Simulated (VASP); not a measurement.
Crystal: Y.

```
Y
1.0
     3.65354    0.00000    0.00000
    -1.82677    3.16406    0.00000
     0.00000    0.00000    5.69886
Y
2
Direct
  0.33333 0.66667 0.25000
  0.66667 0.33333 0.75000
```

Base run:

```yaml
Program: VASP 6.6.1
Functional: PBE
Potentials_or_basis: VASP PAW PBE potentials, release 64 (Y_sv)
Cutoff: 520 eV
k_mesh: 10 × 10 × 6
Occupations: gaussian, width 1 eV
Spin: no spin polarisation
```

Its results: band gap on the k mesh zero (bands 11 and 12 overlap by 1.46 eV); pressure 1.2 GPa.

Q: The run is repeated on the same cell with these changes: occupations from gaussian, width 1 eV to gaussian, width 0.01 eV. What comes out?

A: Band gap on the k mesh zero (bands 11 and 12 overlap by 1.45 eV); pressure -0.3 GPa.

Caveats: so wide a smearing shifts energies and pressures (at least some runs).
